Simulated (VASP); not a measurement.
Write the native input for VASP 6.6.1 that does the following.

```yaml
Task: single point
Functional: PBEsol
Potentials_or_basis: VASP PAW PBE potentials, release 64 (Ti_sv)
Cutoff: 520 eV
k_mesh: 18 × 18 × 18
Occupations: gaussian, width 0.1 eV
Spin: no spin polarisation
Dipole_correction: no
Further_INCAR_settings: ALGO = Fast; EDIFF = 1e-06; NBANDS = 12
```

The structure of Ti lies in POSCAR:

```
Ti
1.0
    0.0000000000      2.0676944087      2.0676944087
    2.0676944087      0.0000000000      2.0676944087
    2.0676944087      2.0676944087      0.0000000000
Ti
1
Direct
    0.0000000000      0.0000000000      0.0000000000
```

This cell differs from its parent crystal: volume scaled by 1.06.

These files were run (other wordings do the same):

INCAR

```
PREC = Accurate
ENCUT = 520
EDIFF = 1E-6
ISMEAR = 0
SIGMA = 0.1
LREAL = False
LASPH = True
NELM = 60
ALGO = Fast
ISIF = 2
LWAVE = False
LCHARG = False
GGA = PS
NBANDS = 12
```

KPOINTS

```
regular mesh
0
Gamma
  18 18 18
```

Potentials or basis: VASP PAW PBE potentials, release 64 (Ti_sv).

Run with:

```console
$ cat potpaw_PBE.64/Ti_sv/POTCAR > POTCAR
$ mpirun -np 1 vasp_std > vasp.out
```

Results of the run:

* Pressure: -6.2 GPa
* Band gap on the k mesh: zero (band 6 reaches 8.77 eV, above the bottom of band 7 at 7.48 eV)

Caveat: the PAW data sets were made with another functional, which shifts forces and pressure a little.

Wall time 2.4 min on 1 thread of AMD EPYC 7R13, with other jobs on the host, peak memory 0.14 GiB.
